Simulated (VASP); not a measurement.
Cd:

```
Cd
1.0
     3.12529    0.00000    0.00000
    -1.56265    2.70658    0.00000
     0.00000    0.00000   10.20721
Cd
4
Direct
  0.00000 0.00000 0.00000
  0.00000 0.00000 0.50000
  0.33333 0.66667 0.25000
  0.66667 0.33333 0.75000
```

- Program: VASP 6.6.1
- Task: relaxation of cell and atoms
- Functional: RPBE
- Potentials or basis: VASP PAW PBE potentials, release 64 (Cd)
- Cutoff: 600 eV
- k mesh: 12 × 12 × 3
- Occupations: fermi-dirac, width 0.1 eV
- Spin: no spin polarisation

At the start: pressure 5.5 GPa; volume 21.59 Å³/atom.

**Question.** Where does the relaxation end?

**Answer.** Over 10 steps the energy falls by 42.0 meV/atom and the volume is 24.41 Å³/atom (+13.1 %); space group P6_3/mmc (No. 194, to 0.1 Å) before and after.

The path:
```tsv
step	energy change (eV)	largest force (eV/Å)	pressure (GPa)	volume (Å³)
1	0.0000	0.0000	5.47	86.34
2	-0.1645	0.0000	0.61	95.88
3	-0.1678	0.0000	-0.06	97.93
4	-0.1678	0.0000	-0.04	97.68
5	-0.1675	0.0000	0.05	97.16
6	-0.1678	0.0000	0.08	97.44
7	-0.1678	0.0000	0.09	97.44
8	-0.1678	0.0000	0.05	97.46
9	-0.1679	0.0000	0.07	97.51
10	-0.1679	0.0000	0.06	97.63
```

Final structure:
```
Cd
1.0
     3.25282    0.00000    0.00000
    -1.62641    2.81702    0.00000
     0.00000    0.00000   10.65453
Cd
4
Cartesian
  0.0000 0.0000 0.0000
  0.0000 0.0000 5.3273
  0.0000 1.8780 2.6636
  1.6264 0.9390 7.9909
```

Caveat: the PAW data sets were made with another functional, which shifts forces and pressure a little.
